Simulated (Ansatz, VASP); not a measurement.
## Two plane-wave programs on ZrTi2B3

Contents of INCAR:

```
SYSTEM = ZrTi2B3
PREC = Accurate ; ENCUT = 520
EDIFF = 1E-6 ; ISMEAR = 0
SIGMA = 0.2 ; LREAL = .FALSE.
LASPH = .TRUE. ; NELM = 100
ALGO = Normal ; ISIF = 2
LWAVE = .FALSE. ; LCHARG = .FALSE.
GGA = PE ; NBANDS = 57
```

The input KPOINTS:

```
regular mesh
0
G
  6 4 4
  0 0 0
```

POSCAR

```
ZrTi2B3
1.0
    0.0000000000      0.0000000000     -3.5453309652
    2.4705054222     -4.2790409116      0.0000000000
   -7.4115162665     -4.2790409116      0.0000000000
Zr Ti B
2 4 6
Direct
    0.5000000000      0.0000000000      1.0000000000
    0.5000000000      0.5000000000      0.5000000000
    1.0000000000      1.0000000000      0.6666666667
    1.0000000000      0.5000000000      0.1666666667
    0.0000000000      0.5000000000      0.8333333333
    1.0000000000      1.0000000000      0.3333333333
    0.5000000000      0.7500000000      0.7500000000
    0.5000000000      0.2500000000      0.2500000000
    0.5000000000      0.2500000000      0.7500000000
    0.5000000000      0.7500000000      0.2500000000
    0.5000000000      0.5000000000      1.0000000000
    0.5000000000      1.0000000000      0.5000000000
```

Input for Ansatz:

```yaml
crystal:
  lattice:
    - [0.0, 0.0, -3.5453309652]
    - [2.4705054222, -4.2790409116, 0.0]
    - [-7.4115162665, -4.2790409116, 0.0]
  atoms:
    - { symbol: Zr, position: [0.5, 0.0, 1.0] }
    - { symbol: Zr, position: [0.5, 0.5, 0.5] }
    - { symbol: Ti, position: [1.0, 1.0, 0.6666666667] }
    - { symbol: Ti, position: [1.0, 0.5, 0.1666666667] }
    - { symbol: Ti, position: [0.0, 0.5, 0.8333333333] }
    - { symbol: Ti, position: [1.0, 1.0, 0.3333333333] }
    - { symbol: B, position: [0.5, 0.75, 0.75] }
    - { symbol: B, position: [0.5, 0.25, 0.25] }
    - { symbol: B, position: [0.5, 0.25, 0.75] }
    - { symbol: B, position: [0.5, 0.75, 0.25] }
    - { symbol: B, position: [0.5, 0.5, 1.0] }
    - { symbol: B, position: [0.5, 1.0, 0.5] }
basis:
  ecutwfc: 420
kpoints:
  mp_grid: { grid: [6, 4, 4] }
hamiltonian:
  xc: pbe
scf:
  occupations: { method: gaussian, width: 0.2 }
  lower_state_search: "off"
output:
  forces: true
  stress: true
  eigenvalues: true
```

Alike in both runs: task single point; functional PBE; k mesh 6 × 4 × 4; occupations gaussian, width 0.2 eV; no spin polarisation.

|  | VASP | Ansatz |
| --- | --- | --- |
| version | VASP 6.6.1 | Ansatz 0.2.0 |
| potentials or method | VASP PAW PBE potentials, release 64 (Zr_sv, Ti_sv, B), cutoff 520 eV | scalar-relativistic, plane waves, PAW |
| valence electrons in the cell | 90 | 90 |

|  | VASP | Ansatz | Ansatz less VASP |
| --- | --- | --- | --- |
| gap on the k mesh at the Fermi level (eV) | none | none | - |
| pressure (GPa) | 0.0 | 0.0 | -0.02 |
| traceless stress, the component that is largest in VASP (GPa) | -0.42 | -0.44 | -0.017 |
| rms of the force components (eV/Å) | 0.013 | 0.014 | +0.0001 |

Atom by atom the forces differ by 0.000 eV/Å (rms over components). A gap of «none» marks a metal or a gap that the smearing closes.
